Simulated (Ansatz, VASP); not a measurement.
## One calculation of Pd, two programs

Contents of POSCAR:

```
Pd
1.0
    0.0000000000      1.9465000000      1.9465000000
    1.9465000000      0.0000000000      1.9465000000
    1.9465000000      1.9465000000      0.0000000000
Pd
1
Direct
    0.0000000000      0.0000000000      0.0000000000
```

The input INCAR.step1:

```
SYSTEM = Pd
  ALGO = Normal
  EDIFF = 1E-5
  ENCUT = 590
  GGA = PE
  GGA_COMPAT = .False.
  ISMEAR = -1
  LASPH = .True.
  LCHARG = .False.
  LDAU = .True.
  LDAUJ = 0
  LDAUL = 2
  LDAUTYPE = 2
  LDAUU = 5.3
  LMAXMIX = 4
  LREAL = .False.
  LWAVE = .True.
  NBANDS = 15
  NELM = 200
  PREC = Accurate
  SIGMA = 0.1
```

Contents of INCAR.step2:

```
SYSTEM = Pd
  ALGO = Normal
  EDIFF = 1E-6
  ENCUT = 590
  GGA_COMPAT = .False.
  ISIF = 2
  ISMEAR = -1
  ISTART = 1
  LASPH = .True.
  LCHARG = .False.
  LDAU = .True.
  LDAUJ = 0
  LDAUL = 2
  LDAUPRINT = 1
  LDAUTYPE = 2
  LDAUU = 5.3
  LMAXMIX = 4
  LMIXTAU = .True.
  LREAL = .False.
  LWAVE = .False.
  METAGGA = R2SCAN
  NBANDS = 15
  NELM = 200
  PREC = Accurate
  SIGMA = 0.1
```

File KPOINTS:

```
k-points
0
Gamma
  12 12 12
  0 0 0
```

Contents of input.yaml:

```yaml
crystal:
  lattice:
    - [0.0, 1.9465, 1.9465]
    - [1.9465, 0.0, 1.9465]
    - [1.9465, 1.9465, 0.0]
  atoms:
    - { symbol: Pd, position: [0.0, 0.0, 0.0] }
hamiltonian:
  xc: r2scan
  pseudopotentials: { kind: paw }
  hubbard:
    sites: [{ species: Pd, l: d, u_eff: 5.3 }]
    projectors: ortho-atomic
    double_counting: fll
kpoints:
  mp_grid: { grid: [12, 12, 12] }
scf:
  occupations: { method: fermi_dirac, width: 0.1 }
output:
  forces: true
  stress: true
  eigenvalues: true
```

Alike in both runs: task single point; functional r2SCAN; k mesh 12 × 12 × 12; occupations fermi-dirac, width 0.1 eV; no spin polarisation; Hubbard terms Pd d U = 5.3 eV.

|  | VASP | Ansatz |
| --- | --- | --- |
| version | VASP 6.6.1 | Ansatz 0.2.0 |
| potentials or method | VASP PAW PBE potentials, release 64 (Pd_sv_GW) | Ansatz PAW |
| plane-wave cutoff (eV) | 590 | 500 |
| valence electrons in the cell | 18 | 18 |

|  | VASP | Ansatz | Ansatz less VASP |
| --- | --- | --- | --- |
| gap on the k mesh at the Fermi level (eV) | none | none | - |
| pressure (GPa) | 0.8 | 6.6 | +5.76 |

VASP's potentials were made for PBE, not for r2SCAN. The programs project onto different local orbitals, so the same U acts differently, and such runs can settle in different states. A gap of «none» marks a metal or a gap that the smearing closes.
